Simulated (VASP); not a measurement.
# CdSe (F-43m) in VASP: vibrations by perturbation theory with PBE

Aim: the vibrations by perturbation theory of CdSe with PBE.

Program: VASP 6.6.1. These are calculated values, not measurements. Logs are shortened: lines on timing, memory, paths and dates and some standing lists are left out, and cuts for length are marked.

## 1. The cell of the first run

It takes space group F-43m (No. 216, cubic). Conventional cell: a = 6.197 Å, b = 6.197 Å, c = 6.197 Å, α = 90.00°, β = 90.00°, γ = 90.00°. Within 3.5 Å of Cd (site symmetry -43m) lie 4 Se at 2.68 Å. Within 3.5 Å of Se (site symmetry -43m) lie 4 Cd at 2.68 Å.

## 2. Vibrations by perturbation theory, PBE

File INCAR:

```
SYSTEM = CdSe
PREC = Accurate
ENCUT = 500
EDIFF = 1E-8
ISMEAR = 0
SIGMA = 0.01
LREAL = .FALSE.
LASPH = .TRUE.
NELM = 120
ALGO = Normal
ISIF = 2
LWAVE = .FALSE.
LCHARG = .FALSE.
GGA = PE
IBRION = 8
NSW = 1
LEPSILON = .TRUE.
GGA_COMPAT = .FALSE.
```

File KPOINTS:

```
Automatic mesh
0
G
  10 10 10
  0 0 0
```

File POSCAR:

```
CdSe
1.0
    0.0000000000      3.0984146492      3.0984146492
    3.0984146492      0.0000000000      3.0984146492
    3.0984146492      3.0984146492      0.0000000000
Cd Se
1 1
Direct
    0.0000000000      0.0000000000      0.0000000000
    0.2500000000      0.2500000000      0.2500000000
```

Potentials or basis: VASP PAW PBE potentials, release 64 (Cd, Se).

Command:

```bash
$ cat potpaw_PBE.64/Cd/POTCAR potpaw_PBE.64/Se/POTCAR > POTCAR
$ mpirun -np 1 vasp_std > vasp.out
```

OUTCAR:

```text
SYSTEM = CdSe
   PREC = Accurate
   ENCUT = 500
   EDIFF = 1E-8
   ISMEAR = 0
   LREAL = .FALSE.
   LASPH = .TRUE.
   NELM = 120
   ISIF = 2
   GGA = PE
   IBRION = 8
   NSW = 1
   LEPSILON = .TRUE.

 ion  position               nearest neighbor table
   1  0.000  0.000  0.000-   2 2.68   2 2.68   2 2.68   2 2.68
   2  0.250  0.250  0.250-   1 2.68   1 2.68   1 2.68   1 2.68

  LATTYP: Found a face centered cubic cell.
 ALAT       =     6.1968292984

  Lattice vectors:

 A1 = (   0.0000000000,   3.0984146492,   3.0984146492)
 A2 = (   3.0984146492,   0.0000000000,   3.0984146492)
 A3 = (   3.0984146492,   3.0984146492,   0.0000000000)

Analysis of symmetry for initial positions (statically):
=====================================================================
 Subroutine PRICEL returns:
 Original cell was already a primitive cell.

 Routine SETGRP: Setting up the symmetry group for a
 face centered cubic supercell.

 Subroutine GETGRP returns: Found 24 space group operations
 (whereof 24 operations were pure point group operations)
 out of a pool of 48 trial point group operations.

The static configuration has the point symmetry T_d .

Analysis of symmetry for dynamics (positions and initial velocities):
=====================================================================
 Subroutine PRICEL returns:
 Original cell was already a primitive cell.

 Routine SETGRP: Setting up the symmetry group for a
 face centered cubic supercell.

 Subroutine GETGRP returns: Found 24 space group operations
 (whereof 24 operations were pure point group operations)
 out of a pool of 48 trial point group operations.

The dynamic configuration has the point symmetry T_d .

 Subroutine INISYM returns: Found 24 space group operations
 (whereof 24 operations are pure point group operations),
 and found     1 'primitive' translations

----------------------------------------------------------------------------------------

                                     Primitive cell

  volume of cell :      59.4906

  direct lattice vectors                    reciprocal lattice vectors
     0.000000000  3.098414649  3.098414649    -0.161372849  0.161372849  0.161372849
     3.098414649  0.000000000  3.098414649     0.161372849 -0.161372849  0.161372849
     3.098414649  3.098414649  0.000000000     0.161372849  0.161372849 -0.161372849

  length of vectors
     4.381820019  4.381820019  4.381820019     0.279505974  0.279505974  0.279505974

  position of ions in fractional coordinates (direct lattice)
     0.000000000  0.000000000  0.000000000
     0.250000000  0.250000000  0.250000000

  ion indices of the primitive-cell ions
   primitive index   ion index
                 1           1
                 2           2

----------------------------------------------------------------------------------------

 KPOINTS: Automatic mesh

Automatic generation of k-mesh.
 Grid dimensions read from file:
 generate k-points for:   10   10   10

[... 533 lines left out ...]
 ------------------------------------------------------

 Free energy of the ion-electron system (eV)
  ---------------------------------------------------
  ---------------------------------------------------
  free energy    TOTEN  =        -1.75174662 eV

  energy without entropy =       -1.75174662

------------------------ aborting loop because EDIFF is reached ----------------------------------------

--------------------------------------- Ionic step        2  -------------------------------------------

------------------------ aborting loop because EDIFF is reached ----------------------------------------

--------------------------------------- Ionic step        3  -------------------------------------------

------------------------ aborting loop because EDIFF is reached ----------------------------------------

 PIEZOELECTRIC TENSOR FIELD DIRECTION 3  (e Angst)
 -----------------------------------------------------------------------------
    -0.00099 -2.65457  0.00000           (  0.00000  0.04362  0.00000)
    -2.65457 -0.00099  0.00000           (  0.04362  0.00000  0.00000)
     0.00000  0.00000 -0.00068           (  0.00000  0.00000 -0.00000)

 PIEZOELECTRIC TENSOR FIELD DIRECTION 3  (C/m^2)
 -----------------------------------------------------------------------------
    -0.00027 -0.71492  0.00000
    -0.71492 -0.00027  0.00000
     0.00000  0.00000 -0.00018

--------------------------------------- Ionic step        4  -------------------------------------------

------------------------ aborting loop because EDIFF is reached ----------------------------------------

[... ionic steps 5 to 6 ...]

--------------------------------------- Ionic step        7  -------------------------------------------

 Free energy of the ion-electron system (eV)
  ---------------------------------------------------
  ---------------------------------------------------
  free energy    TOTEN  =        -0.08476669 eV

  energy without entropy =       -0.08476669

------------------------ aborting loop because EDIFF is reached ----------------------------------------

 INTERNAL STRAIN TENSOR  FOR ION    2  DIRECTION 1   (eV/Angst):
 -----------------------------------------------------------------------------
     0.00706  0.00000  0.00000
     0.00000 -0.00114 -5.03005
     0.00000 -5.03005 -0.00114

 MACROSCOPIC STATIC DIELECTRIC TENSOR (including local field effects in DFT)
 ------------------------------------------------------
          11.000564     0.000000     0.000000
           0.000000    11.000564     0.000000
           0.000000     0.000000    11.000564
 ------------------------------------------------------

 PIEZOELECTRIC TENSOR (including local field effects)  for field in x, y, z        (e  Angst)
          XX          YY          ZZ          XY          YZ          ZX
  --------------------------------------------------------------------------------
  x     0.00000    -0.00000    -0.00000     0.00000    -2.66584     0.00000
  y    -0.00000     0.00000    -0.00000     0.00000    -0.00000    -2.66584
  z    -0.00000    -0.00000     0.00000    -2.66584     0.00000     0.00000

 PIEZOELECTRIC TENSOR (including local field effects)  for field in x, y, z        (C/m^2)
          XX          YY          ZZ          XY          YZ          ZX
  --------------------------------------------------------------------------------
  x     0.00000    -0.00000    -0.00000     0.00000    -0.71795     0.00000
  y    -0.00000     0.00000    -0.00000     0.00000    -0.00000    -0.71795
  z    -0.00000    -0.00000     0.00000    -0.71795     0.00000     0.00000

 BORN EFFECTIVE CHARGES (including local field effects) (in |e|, cummulative output)
 ---------------------------------------------------------------------------------
 ion    1
    1     2.37212     0.00000     0.00000
    2    -0.00000     2.37212     0.00000
    3     0.00000    -0.00000     2.37212
 ion    2
    1    -2.37212    -0.00000     0.00000
    2     0.00000    -2.37212    -0.00000
    3    -0.00000     0.00000    -2.37212

 INTERNAL STRAIN TENSOR FOR ION    2 for displacements in x,y,z  (eV/Angst):
          X           Y           Z          XY          YZ          ZX
  --------------------------------------------------------------------------------
  x     0.00000     0.00000     0.00000     0.00000    -5.03005     0.00000
  y     0.00000     0.00000     0.00000     0.00000     0.00000    -5.03005
  z     0.00000     0.00000     0.00000    -5.03005     0.00000     0.00000

 SECOND DERIVATIVES (NOT SYMMETRIZED)
 ------------------------------------
               1X          1Y          1Z          2X          2Y          2Z
  1X    -4.223707    0.000000    0.000000    4.223707    0.000000    0.000000
  1Y     0.000000   -4.223707    0.000000    0.000000    4.223707    0.000000
  1Z     0.000000    0.000000   -4.223707    0.000000    0.000000    4.223707
  2X     4.183142    0.000000    0.000000   -4.183142    0.000000    0.000000
  2Y     0.000000    4.183142    0.000000    0.000000   -4.183142    0.000000
  2Z     0.000000    0.000000    4.183142    0.000000    0.000000   -4.183142

 Eigenvectors and eigenvalues of the dynamical matrix
 ----------------------------------------------------

   1 f  =    4.704359 THz    29.558357 2PiTHz  156.920513 cm-1    19.455655 meV
             X         Y         Z           dx          dy          dz
      0.000000  0.000000  0.000000     0.000000    0.644161    0.000000
      1.549207  1.549207  1.549207     0.000000   -0.764890    0.000000
[... 21 lines left out ...]
   6 f/i=    0.011184 THz     0.070274 2PiTHz    0.373073 cm-1     0.046255 meV
             X         Y         Z           dx          dy          dz
      0.000000  0.000000  0.000000     0.000000    0.000000    0.764890
      1.549207  1.549207  1.549207     0.000000    0.000000    0.644161

--------------------------------------------------------------------------------------------------------

 MACROSCOPIC STATIC DIELECTRIC TENSOR IONIC CONTRIBUTION
 ------------------------------------------------------
           4.071759    -0.000000     0.000000
          -0.000000     4.071759     0.000000
           0.000000     0.000000     4.071759
 ------------------------------------------------------

 ELASTIC MODULI CONTR FROM IONIC RELAXATION (kBar)
 Direction    XX          YY          ZZ          XY          YZ          ZX
 --------------------------------------------------------------------------------
 XX           0.0000      0.0000      0.0000      0.0000      0.0000      0.0000
 YY           0.0000      0.0000      0.0000      0.0000      0.0000      0.0000
 ZZ           0.0000      0.0000      0.0000      0.0000      0.0000      0.0000
 XY           0.0000      0.0000      0.0000   -165.5800      0.0000      0.0000
 YZ           0.0000      0.0000      0.0000      0.0000   -165.5800      0.0000
 ZX           0.0000      0.0000      0.0000      0.0000      0.0000   -165.5800
 --------------------------------------------------------------------------------

 PIEZOELECTRIC TENSOR IONIC CONTR  for field in x, y, z        (C/m^2)
          XX          YY          ZZ          XY          YZ          ZX
  --------------------------------------------------------------------------------
  x     0.00000     0.00000     0.00000     0.00000     0.77262     0.00000
  y     0.00000     0.00000     0.00000     0.00000    -0.00000     0.77262
  z     0.00000     0.00000     0.00000     0.77262     0.00000    -0.00000
```

Run time: 21 min. Hardware: 1 thread of Intel Xeon 8259CL, shared host; peak memory 0.45 GiB.

Results:

- Electronic dielectric tensor (diagonal): 11.00
- Born charges (mean of the diagonal): Cd +2.37; Se -2.37 e
- Highest phonon frequency at Γ, LO-TO splitting left out: 157 cm⁻¹

Phonon frequencies in cm⁻¹ (negative: imaginary):
```csv
q point,frequencies
"(0.000, 0.000, 0.000)",0 0 0 157 157 157
```

Electronic dielectric tensor:
```
11.00  0.00  0.00
 0.00 11.00  0.00
 0.00  0.00 11.00
```

Born effective charge tensors (e):
atom 1, Cd
```
2.37 0.00 0.00
0.00 2.37 0.00
0.00 0.00 2.37
```
atom 2, Se
```
-2.37  0.00  0.00
 0.00 -2.37  0.00
 0.00  0.00 -2.37
```
